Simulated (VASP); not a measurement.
Wanted: the native input for a VASP 6.6.1 run.

```yaml
Task: single point
Functional: PBE
Dispersion: D3(BJ)
Potentials_or_basis: VASP PAW PBE potentials, release 64 (H, Si, O)
Cutoff: 520 eV
k_mesh: 1 × 1 × 1
Occupations: fermi-dirac, width 0.02 eV
Spin: no spin polarisation
Dipole_correction: no
Further_INCAR_settings: LREAL = Auto; ALGO = Normal; EDIFF = 1e-06; NBANDS = 127
```

The structure of Si40H18O lies in POSCAR:

```
Si40H18O
1.0
    7.6791800000      0.0000000000      0.0000000000
    0.0000000000     15.3583590000      0.0000000000
    0.0000000000      0.0000000000     21.2555000000
H Si O
18 40 1
Direct
    0.4093926695      0.0000000000      0.0470466468
    0.0906086327      0.0000000000      0.0470466468
    0.9093939718      0.0000000000      0.0470466468
    0.5906099349      0.0000000000      0.0470466468
    0.4093926695      0.2500006674      0.0470466468
    0.0906086327      0.2500006674      0.0470466468
    0.9093939718      0.2500006674      0.0470466468
    0.5906099349      0.2500006674      0.0470466468
    0.4093926695      0.5000013348      0.0470466468
    0.0906086327      0.5000013348      0.0470466468
    0.9093939718      0.5000013348      0.0470466468
    0.5906099349      0.5000013348      0.0470466468
    0.4093926695      0.7500020022      0.0470466468
    0.0906086327      0.7500020022      0.0470466468
    0.9093939718      0.7500020022      0.0470466468
    0.5906099349      0.7500020022      0.0470466468
    0.7486736865      0.2104456602      0.4449389570
    0.7849796463      0.3036326993      0.4239326292
    0.2500006511      0.0000000000      0.0877655195
    0.7500019533      0.0000000000      0.0877655195
    0.2500006511      0.2500006674      0.0877655195
    0.7500019533      0.2500006674      0.0877655195
    0.2500006511      0.5000013348      0.0877655195
    0.7500019533      0.5000013348      0.0877655195
    0.2500006511      0.7500020022      0.0877655195
    0.7500019533      0.7500020022      0.0877655195
    0.2444662060      0.1240822669      0.1515137259
    0.7500410200      0.1237632224      0.1482110513
    0.2478650064      0.3783672461      0.1467149679
    0.7504316867      0.3792462463      0.1463762320
    0.2497141622      0.6236408460      0.1523746795
    0.7501842645      0.6236082904      0.1527698713
    0.2523576736      0.8774440030      0.1439674437
    0.7485304421      0.8780886031      0.1455952577
   -0.0117720902      0.1277870898      0.2036602291
    0.5042205027      0.1238088001      0.2007292230
   -0.0020444891      0.3751377344      0.2058008515
    0.5000664133      0.3774166237      0.2039754417
    0.0004948445      0.6246956462      0.2062854320
    0.4994153022      0.6245979795      0.2059655148
    0.0019793780      0.8674168900      0.2004046012
    0.4989334799      0.8712649574      0.2028086848
    0.0193510245     -0.0036266895      0.2564418621
    0.4939199237     -0.0026435116      0.2600221119
   -0.0071622230      0.2512117343      0.2737879608
    0.5009779690      0.2519019122      0.2684058244
   -0.0004948445      0.4982954234      0.2673755028
    0.5003268578      0.4984972678      0.2673566842
    0.0002604445      0.7548006919      0.2723812660
    0.4997408577      0.7553411142      0.2720143022
    0.2549100295      0.0250873156      0.3185340265
    0.7576199542      0.0153466917      0.3072663546
    0.2472529619      0.1674658080      0.2654607043
    0.7468766196      0.1618271848      0.2806003152
    0.2497792733      0.5266382951      0.3205711463
    0.7500670645      0.5264299396      0.3214697372
    0.2503131845      0.6667509205      0.2718072969
    0.7495461755      0.6662821204      0.2713979911
    0.8321461406      0.2454559110      0.4206958199
```

One way to write it, as run:

INCAR

```
ALGO = Normal ; EDIFF = 1E-6
ENCUT = 520 ; GGA = PE
ISIF = 2 ; ISMEAR = -1
IVDW = 12 ; LASPH = T
LCHARG = F ; LREAL = Auto
LWAVE = F ; NBANDS = 127
NELM = 100 ; PREC = Accurate
SIGMA = 0.02
```

KPOINTS

```
k-points
0
Gamma
  1 1 1
```

Potentials or basis: VASP PAW PBE potentials, release 64 (H, Si, O).

Launch:

```bash
$ cat potpaw_PBE.64/H/POTCAR potpaw_PBE.64/Si/POTCAR potpaw_PBE.64/O/POTCAR > POTCAR
$ mpirun -np 1 vasp_gam > vasp.out
```

Results of the run:

* Largest force: 1.299 eV/Å
* Band gap on the k mesh: 0.77 eV
* Dispersion energy per atom: -0.181 eV

Caveat: the k points lie up to 0.82 Å⁻¹ apart.

Run time: 22 min on 1 thread of Intel(R) Xeon(R) Platinum 8488C (Sapphire Rapids), on a shared host, peak memory 1.8 GiB.
